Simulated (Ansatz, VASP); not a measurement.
One calculation of LiF, two programs

```
Li F
1.0
     3.09328    0.00000    0.00000
    -1.54664    2.67886    0.00000
     0.00000    0.00000    5.00585
Li F
2 2
Direct
  0.33333 0.66667 0.36067
  0.66667 0.33333 0.86067
  0.33333 0.66667 0.99393
  0.66667 0.33333 0.49393
```

Alike in both runs: task single point; functional PBE; k mesh 9 × 9 × 6; occupations gaussian, width 0.05 eV; no spin polarisation.

```csv
,VASP,Ansatz
version,VASP 6.6.1,Ansatz 0.2.0
potentials or method,"VASP PAW PBE potentials, release 64 (Li_sv, F), cutoff 520 eV","scalar-relativistic, plane waves, PAW"
valence electrons in the cell,20,20
```

|  | VASP | Ansatz | Ansatz less VASP |
| --- | --- | --- | --- |
| gap on the k mesh at the Fermi level (eV) | 7.65 | 7.66 | +0.011 |
| least direct gap on the mesh (eV) | 7.65 | 7.66 | +0.011 |
| rms of the force components (eV/Å) | 0.134 | 0.130 | -0.0043 |

Atom by atom the forces differ by 0.004 eV/Å (rms over components).

Noted on VASP's run: the cutoff is under 1.25 times that of the potentials, so the pressure is a little rough.
